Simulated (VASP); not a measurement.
# LiNbO3 (R-3c) in VASP: further runs, part 2 of 2

VASP 6.6.1. The steps go on from the part before.

## Step 4: Relaxation of cell and atoms, PBE

This run uses another cell than the first one, of 11.19 Å³/atom.

File INCAR:

```
SYSTEM = LiNbO3
PREC = Accurate
ENCUT = 600
EDIFF = 1E-7
ISMEAR = 0
SIGMA = 0.02
LREAL = .FALSE.
LASPH = .TRUE.
NELM = 100
ALGO = Normal
ISIF = 3
LWAVE = .FALSE.
LCHARG = .FALSE.
GGA = PE
IBRION = 2
NSW = 100
EDIFFG = -0.01
```

File KPOINTS:

```
regular mesh
0
G
  6 6 6
  0 0 0
```

File POSCAR:

```
LiNbO3
1.0
    2.6448998000      1.5270336100      4.6161699300
   -2.6448998000      1.5270336100      4.6161699300
    0.0000000000     -3.0540672200      4.6161699300
Li Nb O
2 2 6
Direct
    0.2500000000      0.2500000000      0.2500000000
    0.7500000000      0.7500000000      0.7500000000
    0.0000000000      0.0000000000      0.0000000000
    0.5000000000      0.5000000000      0.5000000000
    0.1435500000      0.3564500000      0.7500000000
    0.7500000000      0.1435500000      0.3564500000
    0.3564500000      0.7500000000      0.1435500000
    0.8564500000      0.6435500000      0.2500000000
    0.2500000000      0.8564500000      0.6435500000
    0.6435500000      0.2500000000      0.8564500000
```

Potentials or basis: VASP PAW PBE potentials, release 64 (Li_sv, Nb_sv, O).

The run is started by

```console
$ cat potpaw_PBE.64/Li_sv/POTCAR potpaw_PBE.64/Nb_sv/POTCAR potpaw_PBE.64/O/POTCAR > POTCAR
$ mpirun -np 1 vasp_std > vasp.out
```

OUTCAR:

```text
SYSTEM = LiNbO3
   PREC = Accurate
   ENCUT = 600
   EDIFF = 1E-7
   ISMEAR = 0
   LREAL = .FALSE.
   LASPH = .TRUE.
   NELM = 100
   ISIF = 3
   GGA = PE
   IBRION = 2
   NSW = 100
   EDIFFG = -0.01

 ion  position               nearest neighbor table
   1  0.250  0.250  0.250-   9 2.08  10 2.08   8 2.08
   2  0.750  0.750  0.750-   6 2.08   7 2.08   5 2.08
   3  0.000  0.000  0.000-   5 2.00   8 2.00   6 2.00   9 2.00   7 2.00  10 2.00
   4  0.500  0.500  0.500-   5 2.00   8 2.00   7 2.00  10 2.00   9 2.00   6 2.00
   5  0.144  0.356  0.750-   3 2.00   4 2.00   2 2.08
   6  0.750  0.144  0.356-   3 2.00   4 2.00   2 2.08
   7  0.356  0.750  0.144-   4 2.00   3 2.00   2 2.08
   8  0.856  0.644  0.250-   3 2.00   4 2.00   1 2.08
   9  0.250  0.856  0.644-   3 2.00   4 2.00   1 2.08
  10  0.644  0.250  0.856-   4 2.00   3 2.00   1 2.08

  LATTYP: Found a trigonal (rhomboedric) cell.
 ALAT       =     5.5350114201
 COS(alpha) =     0.5433206228

  Lattice vectors:

 A1 = (   2.6448998000,   1.5270336100,   4.6161699300)
 A2 = (  -2.6448998000,   1.5270336100,   4.6161699300)
 A3 = (   0.0000000000,  -3.0540672200,   4.6161699300)

Analysis of symmetry for initial positions (statically):
=====================================================================
 Subroutine PRICEL returns:
 Original cell was already a primitive cell.

 Routine SETGRP: Setting up the symmetry group for a
 trigonal (rhombohedral) supercell.

 Subroutine GETGRP returns: Found 12 space group operations
 (whereof  6 operations were pure point group operations)
 out of a pool of 12 trial point group operations.

The static configuration has the point symmetry S_6 .
 The point group associated with its full space group is D_3d.

Analysis of symmetry for dynamics (positions and initial velocities):
=====================================================================
 Subroutine PRICEL returns:
 Original cell was already a primitive cell.

 Routine SETGRP: Setting up the symmetry group for a
 trigonal (rhombohedral) supercell.

 Subroutine GETGRP returns: Found 12 space group operations
 (whereof  6 operations were pure point group operations)
 out of a pool of 12 trial point group operations.

The dynamic configuration has the point symmetry S_6 .
 The point group associated with its full space group is D_3d.

 Subroutine INISYM returns: Found 12 space group operations
 (whereof  6 operations are pure point group operations),
 and found     1 'primitive' translations

----------------------------------------------------------------------------------------

                                     Primitive cell

  volume of cell :     111.8641

  direct lattice vectors                    reciprocal lattice vectors
     2.644899800  1.527033610  4.616169930     0.189043078  0.109144072  0.072209936
    -2.644899800  1.527033610  4.616169930    -0.189043078  0.109144072  0.072209936
     0.000000000 -3.054067220  4.616169930     0.000000000 -0.218288145  0.072209936

  length of vectors
     5.535011420  5.535011420  5.535011419     0.229921701  0.229921701  0.229921702

  position of ions in fractional coordinates (direct lattice)
[... 74 lines left out ...]
  0.500000  0.500000  0.166667      6.000000
 -0.333333  0.500000  0.166667     12.000000
 [... further k-points ...]
   k-points           NKPTS =     32   k-points in BZ     NKDIM =     32   number of bands    NBANDS=     40
   number of dos      NEDOS =    301   number of ions     NIONS =     10
   total plane-waves  NPLWV = 110592
   dimension x,y,z NGX =    48 NGY =   48 NGZ =   48
   dimension x,y,z NGXF=    96 NGYF=   96 NGZF=   96
   ions per type =               2   2   6
   NGX,Y,Z   is equivalent  to a cutoff of  14.42, 14.42, 14.42 a.u.
   NGXF,Y,Z  is equivalent  to a cutoff of  28.83, 28.83, 28.83 a.u.
 SYSTEM =  LiNbO3
   PREC   = accura    normal or accurate (medium, high low for compatibility)
   ISTART =      0    job   : 0-new  1-cont  2-samecut
   ICHARG =      2    charge: 1-file 2-atom 10-const
   ISPIN  =      1    spin polarized calculation?
   LNONCOLLINEAR =      F non collinear calculations
   LSORBIT =      F    spin-orbit coupling
   LASPH  =      T    aspherical Exc in radial PAW
   ENCUT  =  600.0 eV  44.10 Ry    6.64 a.u.  11.05 11.05 11.05*2*pi/ulx,y,z
   NELM   =    100;   NELMIN=  2; NELMDL= -5     # of ELM steps
   EDIFF  = 0.1E-06   stopping-criterion for ELM
   LREAL  =      F    real-space projection
   EDIFFG = -.1E-01   stopping-criterion for IOM
   NSW    =    100    number of steps for IOM
   IBRION =      2    ionic relax: 0-MD 1-quasi-New 2-CG
   NFREE  =      1    steps in history (QN), initial steepest desc. (CG)
   ISIF   =      3    stress and relaxation
   ISYM   =      2    0-nonsym 1-usesym 2-fastsym
   POTIM  = 0.5000    time-step for ionic-motion
   TEBEG  =    0.0;   TEEND  =   0.0 temperature during run
   PSTRESS=    0.0 pullay stress
   NELECT =      68.0000    total number of electrons
   NUPDOWN=      -1.0000    fix difference up-down
   EMIN   =  10.00;   EMAX   =-10.00  energy-range for DOS
   EFERMI =   0.00;   METHOD = LEGACY
   ISMEAR =     0;   SIGMA  =   0.02  broadening in eV -4-tet -1-fermi 0-gaus
   EFERMI_NEDOS =   21; number of points for ismear=-14 and -15
   IALGO  =     38    algorithm
   IMIX   =      4    mixing-type and parameters
     AMIX     =   0.40;   BMIX     =  1.00
     AMIX_MAG =   1.60;   BMIX_MAG =  1.00
  volume/ion in A,a.u.               =      11.19        75.49
  Fermi-wavevector in a.u.,A,eV,Ry     =   1.386801  2.620674 26.166960  1.923217
  Thomas-Fermi vector in A             =   2.511083
   LORBIT       =      0    0 simple, 1 ext, 2 COOP (PROOUT), +10 PAW based schemes
   GGA     = PE    functional components
   LHFCALC =     F    Hartree Fock is set to
   AEXX    =    0.0000 exact exchange contribution
   IVDW    =     0    specifies the selected vdW correction
   LEPSILON=     F    determine dielectric tensor
   LRPA    =     F    only Hartree local field effects (RPA)
 conjugate gradient relaxation of ions
 non-spin polarized calculation
 Gauss-broadening in eV      SIGMA  =   0.02
  energy-cutoff  :      600.00
  volume of cell :      111.86
 maximum number of plane-waves:      3758
 NGX is ok and might be reduce to    48
   NGX = 23   NGY = 23   NGZ = 23

--------------------------------------- Ionic step        1  -------------------------------------------

 number of electron      67.9999991 magnetization

 Free energy of the ion-electron system (eV)
  ---------------------------------------------------
  ext. energy  EPLUGINS =         0.00000000
  ---------------------------------------------------
  free energy    TOTEN  =       -79.69349102 eV

  energy without entropy =      -79.69349102  energy(sigma->0) =      -79.69349102

------------------------ aborting loop because EDIFF is reached ----------------------------------------

  FORCE on cell =-STRESS in cart. coord.  units (eV):
  Direction    XX          YY          ZZ          XY          YZ          ZX
  --------------------------------------------------------------------------------------
  -------------------------------------------------------------------------------------
  Total       -1.4824872     -1.4824872     -1.4129672      0.0000000      0.0000000     -0.0000000
  in kB      -21.2329662    -21.2329661    -20.2372647      0.0000000      0.0000000     -0.0000000
  external PRESSURE =     -20.9010657 kB  Pullay stress =       0.0000000 kB
[... 339 lines left out ...]
--------------------------------------- Ionic step        9  -------------------------------------------

 number of electron      67.9999992 magnetization

 Free energy of the ion-electron system (eV)
  ---------------------------------------------------
  ext. energy  EPLUGINS =         0.00000000
  ---------------------------------------------------
  free energy    TOTEN  =       -79.77138051 eV

  energy without entropy =      -79.77138051  energy(sigma->0) =      -79.77138051

 E-fermi :   3.6741     XC(G=0): -10.7010

 val. band max:        3.5682193352   @ k =  -0.1667   0.1667   0.0000
 cond. band min:       6.0699499569   @ k =   0.5000   0.5000  -0.0000
 fundamental gap:      2.5017306218
 Fermi energy:         3.6741063034

 k-point     1 :       0.0000    0.0000    0.0000
  band No.  band energies     occupation
      1     -50.9554      2.00000
      2     -50.9412      2.00000
      3     -39.3656      2.00000
      4     -39.3639      2.00000
      5     -27.1651      2.00000
      6     -27.1651      2.00000
[... 1021 lines left out ...]
     39       8.5038      0.00000
     40       8.7258      0.00000

 [... further k-points ...]

------------------------ aborting loop because EDIFF is reached ----------------------------------------

  FORCE on cell =-STRESS in cart. coord.  units (eV):
  Direction    XX          YY          ZZ          XY          YZ          ZX
  --------------------------------------------------------------------------------------
  -------------------------------------------------------------------------------------
  Total       -0.0030411     -0.0030411      0.0074801      0.0000000     -0.0000000      0.0000000
  in kB       -0.0449744     -0.0449744      0.1106207      0.0000000     -0.0000000      0.0000000
  external PRESSURE =       0.0068906 kB  Pullay stress =       0.0000000 kB
[... 25 lines left out ...]
  FREE ENERGIE OF THE ION-ELECTRON SYSTEM (eV)
  ---------------------------------------------------
  free  energy   TOTEN  =       -79.7713805056 eV

  energy  without entropy=      -79.7713805056  energy(sigma->0) =      -79.77138051

 reached required accuracy - stopping structural energy minimisation
```

Run time: 41 min. Hardware: 1 thread of Intel Xeon 8259CL, shared host; peak memory 0.43 GiB.

Results:

```yaml
Free_energy: -79.7714 eV
Relaxed_volume: 10.83 Å³/atom
Relaxed_cell: a = 5.492 Å, b = 5.492 Å, c = 5.492 Å, α = 56.74°, β = 56.74°, γ = 56.74°
Space_group_after_relaxing_to_0.1_Å: R-3c (No. 167)
Energy_gained_by_relaxing: 7.8 meV/atom
Ionic_steps: 9
Pressure_after_relaxing: 0.0 GPa
Largest_force_after_relaxing: 0.008 eV/Å
Band_gap_on_the_k_mesh: 2.50 eV (least direct gap 2.62 eV)
```

Forces on the atoms (eV/Å):
```
Li   0.000  0.000  0.000
Li   0.000  0.000  0.000
Nb   0.000  0.000  0.000
Nb   0.000  0.000  0.000
O   -0.008  0.000  0.000
O    0.004 -0.007  0.000
O    0.004  0.007  0.000
O    0.008  0.000  0.000
O   -0.004  0.007  0.000
O   -0.004 -0.007  0.000
```

Step by step:
```tsv
step	energy change (eV)	largest force (eV/Å)	pressure (GPa)	volume (Å³)
1	0.0000	0.2314	-2.09	111.86
2	-0.0236	0.3221	1.45	109.52
3	-0.0236	0.3233	1.50	109.49
4	-0.0446	0.2582	1.23	109.16
5	-0.0761	0.0290	0.44	108.16
6	-0.0763	0.0038	0.36	108.07
7	-0.0774	0.0091	-0.22	108.41
8	-0.0774	0.0112	-0.32	108.47
9	-0.0779	0.0084	0.00	108.34
```

Final structure:
```xyz
10
Lattice="2.6098 1.5067 4.5919 -2.6098 1.5067 4.5919 0.0000 -3.0135 4.5919" Properties=species:S:1:pos:R:3 pbc="T T T"
Li    0.0000    0.0000    3.4439
Li    0.0000    0.0000   10.3318
Nb    0.0000    0.0000    0.0000
Nb    0.0000    0.0000    6.8879
O    -0.6234   -1.5067    5.7399
O     1.6166    0.2135    5.7399
O    -0.9932    1.2933    5.7399
O     0.6234    1.5067    8.0358
O    -1.6166   -0.2135    8.0358
O     0.9932   -1.2933    8.0358
```

Levels at points of the mesh, in eV from the valence-band top:
```
           k point  band 32  band 33  band 34  band 35  band 36  band 37
(0.00, 0.00, 0.00)    -0.21    -0.21    -0.07     2.55     2.55     2.72
(0.50, 0.00, 0.00)    -0.28    -0.23    -0.23     4.10     4.10     4.14
(0.50, 0.50, 0.00)    -0.42    -0.31    -0.26     2.50     3.59     3.94
(0.50, 0.50, 0.50)    -0.30    -0.30    -0.30     4.15     4.15     4.41
```

Caveat: the cutoff is under 1.25 times the usual one of these potentials, so pressure, stress and relaxed cells hold a basis-set (Pulay) error.

## Step 5: Summary

```tsv
task	cell	cutoff (eV)	smearing	gap on the mesh (eV)	largest force (eV/Å)
single point	a = 5.499 Å, angles 56.7°, 10 atoms, atomic positions A	520	gaussian 0.02 eV	2.49	0.02
single point	a = 5.535 Å, angles 57.1°, 10 atoms, atomic positions B	520	gaussian 0.1 eV	2.40	0.23
relaxation of cell and atoms	relaxed from a = 5.535 Å, angles 57.1°, 10 atoms, atomic positions B	600	gaussian 0.02 eV	2.50	0.01
```

Alike in all rows: level PBE; potentials or basis VASP PAW PBE potentials, release 64 (Li_sv, Nb_sv, O); no spin polarisation; k mesh 6 × 6 × 6.

Caveats: the cutoff is under 1.25 times the usual one of these potentials, so pressure, stress and relaxed cells hold a basis-set (Pulay) error.

Total energies depend on the potentials used, so only differences within one code and one set of settings carry meaning.
